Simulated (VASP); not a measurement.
Sr2Pb3WC2:

```
Sr Pb W C
1.0
     4.30418    0.00000    0.00000
     0.00000    4.30418    0.00000
     0.00000    0.00000   11.95786
Sr Pb W C
2 3 1 2
Cartesian
  0.0000 2.1521 1.2367
  2.1521 0.0000 10.7211
  2.1521 2.1521 9.1055
  0.0000 0.0000 5.9789
  2.1521 2.1521 2.8524
  0.0000 0.0000 0.0000
  0.0000 2.1521 7.5332
  2.1521 0.0000 4.4247
```

The cell was generated, and may not be a known phase.

| Property | Result |
| --- | --- |
| Program | VASP 6.6.1 |
| Task | relaxation of cell and atoms |
| Functional | PBE |
| Potentials or basis | VASP PAW PBE potentials, release 64 (Sr_sv, Pb_d, W_sv, C) |
| Cutoff | 600 eV |
| k mesh | 4 × 4 × 2 |
| Occupations | gaussian, width 0.2 eV |
| Spin | no spin polarisation |

At the start: pressure 6.9 GPa; volume 27.69 Å³/atom.

Q: How do energy, volume and symmetry change on relaxing?

A: Over 24 steps the energy falls by 1275.4 meV/atom and the volume is 27.05 Å³/atom (-2.3 %); space group P-4m2 (No. 115, to 0.1 Å) before and after.

The path:
```csv
step,energy change (eV),largest force (eV/Å),pressure (GPa),volume (Å³)
1,0.0000,5.8450,6.89,221.53
2,-3.0016,2.6062,-1.02,261.94
3,-3.2834,1.7707,-2.58,282.59
4,-4.0535,1.3210,-1.23,264.90
5,-4.6049,2.3080,2.34,239.62
6,-5.1449,2.0612,2.31,238.93
7,-6.0723,1.6909,3.11,236.05
8,-5.1260,3.2342,9.08,226.96
9,-6.3817,1.8182,4.19,233.88
10,-7.3709,1.6258,-0.82,259.12
11,-7.5073,1.4960,-2.73,272.72
12,-8.4253,1.4267,-3.66,265.12
13,-9.1579,0.8205,-4.49,255.34
14,-9.7571,1.0661,1.80,213.11
15,-9.8036,1.0130,0.03,220.87
16,-9.9999,0.7465,0.26,218.50
17,-10.0606,0.7645,0.66,216.27
18,-10.1399,0.3546,-0.87,219.84
19,-10.1399,0.3553,-0.87,219.85
20,-10.1898,0.2446,0.13,215.40
21,-10.1908,0.2732,0.31,214.69
22,-10.2011,0.0878,0.04,216.07
23,-10.2016,0.0996,-0.03,216.46
24,-10.2032,0.0377,-0.12,216.37
```

Final structure:
```xyz
8
Lattice="3.5784 0.0000 0.0000 0.0000 3.5784 0.0000 0.0000 0.0000 16.8969" Properties=species:S:1:pos:R:3 pbc="T T T"
Sr    0.0000    1.7892    2.5430
Sr    1.7892    0.0000   14.3539
Pb    1.7892    1.7892   11.2655
Pb    3.5784    0.0000    8.4485
Pb    1.7892    1.7892    5.6314
W     3.5784    0.0000    0.0000
C     0.0000    1.7892    9.8527
C     1.7892    0.0000    7.0442
```

Caveat: the k points lie up to 0.44 Å⁻¹ apart in the final cell, too coarse for converged energies and pressures of a metal; a cell axis changed by over 15 % at a fixed basis, so the end point is rough; the relaxation stopped at a loose force limit of 0.08 eV/Å, so its end isn't a converged minimum.
